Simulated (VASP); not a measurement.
# Sn in VASP: single point with PBE

Aim: the single point of Sn with PBE.

Everything below comes from runs of VASP 6.6.1. Logs are shortened: lines on timing, memory, paths and dates and some standing lists are left out, and cuts for length are marked.

### Step 1. The cell of the first run

The cell holds a slab with vacuum, 4 atoms: a = 3.214 Å, b = 5.946 Å, c = 17.973 Å, α = 90.00°, β = 90.00°, γ = 90.00°.

### Step 2. Single point, PBE

INCAR reads:

```
ALGO = Normal
DIPOL = 0.5 0.5 0.500
EDIFF = 1E-6
ENCUT = 520
GGA = PE
IDIPOL = 3
ISIF = 2
ISMEAR = 0
LASPH = T
LCHARG = F
LDIPOL = T
LREAL = F
LWAVE = F
NBANDS = 36
NELM = 100
PREC = Accurate
SIGMA = 0.1
```

KPOINTS reads:

```
k-points
0
Gamma
  11 6 1
```

POSCAR reads:

```
Sn
1.0
    3.2137631472      0.0000000000      0.0000000000
    0.0000000000      5.9459077624      0.0000000000
    0.0000000000      0.0000000000     17.9729538812
Sn
4
Direct
    0.5000000000      0.5000000000      0.4172936764
    0.2500000000      0.0000000000      0.4172936764
    0.0000000000      0.0000000000      0.5827063236
    0.7500000000      0.5000000000      0.5827063236
```

Potentials or basis: VASP PAW PBE potentials, release 64 (Sn_d).

Launch:

```
$ cat potpaw_PBE.64/Sn_d/POTCAR > POTCAR
$ mpirun -np 1 vasp_std > vasp.out
```

OUTCAR:

```text
EDIFF = 1E-6
   ENCUT = 520
   GGA = PE
   ISIF = 2
   ISMEAR = 0
   LASPH = T
   LREAL = F
   NELM = 100
   PREC = Accurate

 ion  position               nearest neighbor table
   1  0.500  0.500  0.417-   4 3.08   2 3.08   2 3.08
   2  0.250  0.000  0.417-   3 3.08   1 3.08   1 3.08
   3  0.000  0.000  0.583-   2 3.08   4 3.08   4 3.08
   4  0.750  0.500  0.583-   1 3.08   3 3.08   3 3.08

  LATTYP: Found a simple orthorhombic cell.
 ALAT       =     3.2137631472
 B/A-ratio  =     1.8501387595
 C/A-ratio  =     5.5924948598

  Lattice vectors:

 A1 = (   3.2137631472,   0.0000000000,   0.0000000000)
 A2 = (   0.0000000000,   5.9459077624,   0.0000000000)
 A3 = (   0.0000000000,   0.0000000000,  17.9729538812)

Analysis of symmetry for initial positions (statically):
=====================================================================
 Subroutine PRICEL returns:
 Original cell was already a primitive cell.

 Routine SETGRP: Setting up the symmetry group for a
 simple orthorhombic supercell.

 Subroutine GETGRP returns: Found  8 space group operations
 (whereof  2 operations were pure point group operations)
 out of a pool of  8 trial point group operations.

The static configuration has the point symmetry C_1h.
 The point group associated with its full space group is D_2h.

Analysis of symmetry for dynamics (positions and initial velocities):
=====================================================================
 Subroutine PRICEL returns:
 Original cell was already a primitive cell.

 Routine SETGRP: Setting up the symmetry group for a
 simple orthorhombic supercell.

 Subroutine GETGRP returns: Found  8 space group operations
 (whereof  2 operations were pure point group operations)
 out of a pool of  8 trial point group operations.

The dynamic configuration has the point symmetry C_1h.
 The point group associated with its full space group is D_2h.

 Subroutine INISYM returns: Found  8 space group operations
 (whereof  2 operations are pure point group operations),
 and found     1 'primitive' translations

----------------------------------------------------------------------------------------

                                     Primitive cell

  volume of cell :     343.4405

  direct lattice vectors                    reciprocal lattice vectors
     3.213763147  0.000000000  0.000000000     0.311161699  0.000000000  0.000000000
     0.000000000  5.945907762  0.000000000     0.000000000  0.168182898  0.000000000
     0.000000000  0.000000000 17.972953881     0.000000000  0.000000000  0.055639157

  length of vectors
     3.213763147  5.945907762 17.972953881     0.311161699  0.168182898  0.055639157

  position of ions in fractional coordinates (direct lattice)
     0.500000000  0.500000000  0.417293676
     0.250000000  0.000000000  0.417293676
     0.000000000  0.000000000  0.582706324
     0.750000000  0.500000000  0.582706324

  ion indices of the primitive-cell ions
   primitive index   ion index
                 1           1
                 2           2
                 3           3
                 4           4

----------------------------------------------------------------------------------------

 KPOINTS: k-points

Automatic generation of k-mesh.
 Grid dimensions read from file:
 generate k-points for:   11    6    1

 Generating k-lattice:

  Cartesian coordinates                     Fractional coordinates (reciprocal lattice)
     0.028287427  0.000000000  0.000000000     0.090909091  0.000000000  0.000000000
     0.000000000  0.028030483  0.000000000     0.000000000  0.166666667  0.000000000
     0.000000000  0.000000000  0.055639157     0.000000000  0.000000000  1.000000000

  Length of vectors
     0.028287427  0.028030483  0.055639157

  Shift w.r.t. Gamma in fractional coordinates (k-lattice)
     0.000000000  0.000000000  0.000000000

 Subroutine IBZKPT returns following result:
 ===========================================

 Found     24 irreducible k-points:

 Following reciprocal coordinates:
            Coordinates               Weight
  0.000000  0.000000  0.000000      1.000000
  0.090909  0.000000  0.000000      2.000000
  0.181818  0.000000  0.000000      2.000000
  0.272727  0.000000  0.000000      2.000000
  0.363636  0.000000  0.000000      2.000000
  0.454545  0.000000  0.000000      2.000000
[... 16 lines left out ...]
  0.363636  0.500000  0.000000      2.000000
  0.454545  0.500000  0.000000      2.000000
   k-points           NKPTS =     24   k-points in BZ     NKDIM =     24   number of bands    NBANDS=     36
   number of dos      NEDOS =    301   number of ions     NIONS =      4
   total plane-waves  NPLWV = 161280
   dimension x,y,z NGX =    24 NGY =   48 NGZ =  140
   dimension x,y,z NGXF=    48 NGYF=   96 NGZF=  280
   ions per type =               4
   NGX,Y,Z   is equivalent  to a cutoff of  12.42, 13.42, 12.95 a.u.
   NGXF,Y,Z  is equivalent  to a cutoff of  24.83, 26.84, 25.90 a.u.
 SYSTEM =  unknown system
   PREC   = accura    normal or accurate (medium, high low for compatibility)
   ISTART =      0    job   : 0-new  1-cont  2-samecut
   ICHARG =      2    charge: 1-file 2-atom 10-const
   ISPIN  =      1    spin polarized calculation?
   LNONCOLLINEAR =      F non collinear calculations
   LSORBIT =      F    spin-orbit coupling
   LASPH  =      T    aspherical Exc in radial PAW
   ENCUT  =  520.0 eV  38.22 Ry    6.18 a.u.   5.98 11.06 33.42*2*pi/ulx,y,z
   NELM   =    100;   NELMIN=  2; NELMDL= -5     # of ELM steps
   EDIFF  = 0.1E-05   stopping-criterion for ELM
   LREAL  =      F    real-space projection
   EDIFFG = 0.1E-04   stopping-criterion for IOM
   NSW    =      0    number of steps for IOM
   IBRION =     -1    ionic relax: 0-MD 1-quasi-New 2-CG
   NFREE  =      0    steps in history (QN), initial steepest desc. (CG)
   ISIF   =      2    stress and relaxation
   ISYM   =      2    0-nonsym 1-usesym 2-fastsym
   POTIM  = 0.5000    time-step for ionic-motion
   TEBEG  =    0.0;   TEEND  =   0.0 temperature during run
   PSTRESS=    0.0 pullay stress
   NELECT =      56.0000    total number of electrons
   NUPDOWN=      -1.0000    fix difference up-down
   EMIN   =  10.00;   EMAX   =-10.00  energy-range for DOS
   EFERMI =   0.00;   METHOD = LEGACY
   ISMEAR =     0;   SIGMA  =   0.10  broadening in eV -4-tet -1-fermi 0-gaus
   EFERMI_NEDOS =   21; number of points for ismear=-14 and -15
   IALGO  =     38    algorithm
   IMIX   =      4    mixing-type and parameters
     AMIX     =   0.40;   BMIX     =  1.00
     AMIX_MAG =   1.60;   BMIX_MAG =  1.00
  volume/ion in A,a.u.               =      85.86       579.41
  Fermi-wavevector in a.u.,A,eV,Ry     =   0.894376  1.690126 10.883425  0.799909
  Thomas-Fermi vector in A             =   2.016574
   LORBIT       =      0    0 simple, 1 ext, 2 COOP (PROOUT), +10 PAW based schemes
   GGA     = PE    functional components
   LHFCALC =     F    Hartree Fock is set to
   AEXX    =    0.0000 exact exchange contribution
   IVDW    =     0    specifies the selected vdW correction
   LEPSILON=     F    determine dielectric tensor
   LRPA    =     F    only Hartree local field effects (RPA)
 non-spin polarized calculation
 Gauss-broadening in eV      SIGMA  =   0.10
  energy-cutoff  :      520.00
  volume of cell :      343.44
 maximum number of plane-waves:      9300
 NGX is ok and might be reduce to    24
   NGX = 11   NGY = 23   NGZ = 67

 dipolmoment           0.000000      0.000000     -0.000000 electrons x Angstroem

 number of electron      56.0000013 magnetization

 dipolmoment           0.000000      0.000000      0.000000 electrons x Angstroem

 Free energy of the ion-electron system (eV)
  ---------------------------------------------------
  ext. energy  EPLUGINS =         0.00000000
  ---------------------------------------------------
  free energy    TOTEN  =       -14.26363841 eV

  energy without entropy =      -14.23969504  energy(sigma->0) =      -14.25166672

 E-fermi :  -0.0949     XC(G=0):  -4.1239

 val. band max:       -0.1040122944   @ k =   0.2727   0.3333   0.0000
 cond. band min:      -0.0707571686   @ k =   0.4545   0.1667   0.0000
 fundamental gap:      0.0332551257
 Fermi energy:        -0.0949080484

 k-point     1 :       0.0000    0.0000    0.0000
  band No.  band energies     occupation
      1     -21.7318      2.00000
      2     -21.7040      2.00000
      3     -21.6814      2.00000
      4     -21.6812      2.00000
      5     -21.6459      2.00000
      6     -21.6350      2.00000
[... 28 lines left out ...]
     35       5.3779      0.00000
     36       5.3838      0.00000

 k-point     2 :       0.0909    0.0000    0.0000
  band No.  band energies     occupation
      1     -21.7297      2.00000
      2     -21.6950      2.00000
      3     -21.6678      2.00000
      4     -21.6672      2.00000
      5     -21.6331      2.00000
      6     -21.6278      2.00000
[... 28 lines left out ...]
     35       4.5149      0.00000
     36       4.6929      0.00000

 k-point     3 :       0.1818    0.0000    0.0000
  band No.  band energies     occupation
      1     -21.7239      2.00000
      2     -21.6781      2.00000
      3     -21.6371      2.00000
      4     -21.6298      2.00000
      5     -21.6276      2.00000
      6     -21.5845      2.00000
[... 28 lines left out ...]
     35       4.3192      0.00000
     36       4.4901      0.00000
[... 742 lines left out ...]
 k-point    23 :       0.3636    0.5000    0.0000
  band No.  band energies     occupation
      1     -21.6712      2.00000
      2     -21.6712      2.00000
      3     -21.6419      2.00000
      4     -21.6419      2.00000
      5     -21.5982      2.00000
      6     -21.5982      2.00000
[... 28 lines left out ...]
     35       3.6647      0.00000
     36       3.6647      0.00000

 k-point    24 :       0.4545    0.5000    0.0000
  band No.  band energies     occupation
      1     -21.6772      2.00000
      2     -21.6772      2.00000
      3     -21.6502      2.00000
      4     -21.6502      2.00000
      5     -21.6051      2.00000
      6     -21.6051      2.00000
[... 28 lines left out ...]
     35       4.0201      0.00000
     36       4.0201      0.00000

------------------------ aborting loop because EDIFF is reached ----------------------------------------

 vacuum level on the upper side and lower side of the slab       (xc-potential included)        -0.116        -0.116

  FORCE on cell =-STRESS in cart. coord.  units (eV):
  Direction    XX          YY          ZZ          XY          YZ          ZX
  --------------------------------------------------------------------------------------
  -------------------------------------------------------------------------------------
  Total       -2.3828539      0.5511539     -1.6911516      0.0000000      0.0000000      0.0000000
  in kB      -11.1162037      2.5711769     -7.8893571      0.0000000      0.0000000      0.0000000
  external PRESSURE =      -5.4781280 kB  Pullay stress =       0.0000000 kB

 VOLUME and BASIS-vectors are now :
 -----------------------------------------------------------------------------
  energy-cutoff  :      520.00
  volume of cell :      343.44
      direct lattice vectors                 reciprocal lattice vectors
     3.213763147  0.000000000  0.000000000     0.311161699  0.000000000  0.000000000
     0.000000000  5.945907762  0.000000000     0.000000000  0.168182898  0.000000000
     0.000000000  0.000000000 17.972953881     0.000000000  0.000000000  0.055639157

 POSITION                                       TOTAL-FORCE (eV/Angst)
 -----------------------------------------------------------------------------------
      1.60688      2.97295      7.50000        -0.004841      0.000000      0.276318
      0.80344      0.00000      7.50000         0.004841      0.000000      0.276318
      0.00000      0.00000     10.47295        -0.004841      0.000000     -0.276318
      2.41032      2.97295     10.47295         0.004841     -0.000000     -0.276318
 -----------------------------------------------------------------------------------
    total drift:                                0.000000      0.000000      0.000000

  FREE ENERGIE OF THE ION-ELECTRON SYSTEM (eV)
  ---------------------------------------------------
  free  energy   TOTEN  =       -14.2636384084 eV

  energy  without entropy=      -14.2396950412  energy(sigma->0) =      -14.25166672

 vacuum level on the upper side and lower side of the slab         3.693         3.693
```

Wall time 12 min (1 thread of AMD EPYC 7R13, shared host); peak memory 0.49 GiB.

Results:

```yaml
Free_energy: -14.2636 eV
Largest_force: 0.276 eV/Å
Band_gap_on_the_k_mesh: zero (band 28 reaches 0.61 eV, above the bottom of band 29 at -0.99 eV)
```

Forces on the atoms (eV/Å):
```
Sn  -0.005  0.000  0.276
Sn   0.005  0.000  0.276
Sn  -0.005  0.000 -0.276
Sn   0.005  0.000 -0.276
```

Levels at points of the mesh, in eV from the Fermi level:
```tsv
k point	band 24	band 25	band 26	band 27	band 28	band 29	band 30	band 31	band 32	band 33
(0.00, 0.00, 0.00)	-5.02	-4.06	-3.03	-2.72	-0.14	0.59	3.30	3.90	3.96	4.13
(0.00, 0.50, 0.00)	-7.47	-2.01	-2.01	0.51	0.51	1.57	1.57	2.11	2.11	4.34
```

Caveat: spin-orbit coupling is left out, which moves the levels of the heavy elements.
